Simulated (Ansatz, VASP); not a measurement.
MnHg in VASP and in Ansatz

```
CELL_PARAMETERS angstrom
3.31500 0.00000 0.00000
0.00000 3.31500 0.00000
0.00000 0.00000 3.31500
ATOMIC_POSITIONS crystal
Mn 0.50000 0.50000 0.50000
Hg 0.00000 0.00000 0.00000
```

Alike in both runs: task single point; functional PBEsol; k mesh 12 × 12 × 12; occupations gaussian, width 0.1 eV; no spin polarisation.

|  | VASP | Ansatz |
| --- | --- | --- |
| version | VASP 6.6.1 | Ansatz 0.2.0 |
| potentials or method | VASP PAW PBE potentials, release 64 (Mn_pv, Hg), cutoff 520 eV | scalar-relativistic, plane waves, PAW |
| valence electrons in the cell | 25 | 35 |

VASP gave:

```
gap on the k mesh at the Fermi level (eV) : none
pressure (GPa)                            : -20.1
```

Task: Estimate Ansatz's values.

Result: gap on the k mesh at the Fermi level (eV): none; pressure (GPa): -20.8.

VASP's potentials were made for PBE, not for PBEsol. A gap of «none» marks a metal or a gap that the smearing closes. VASP's potentials hold 25 valence electrons a cell and Ansatz's 35, so a difference there can come from the potentials and not from the codes.

Neither program's run includes spin-orbit coupling.
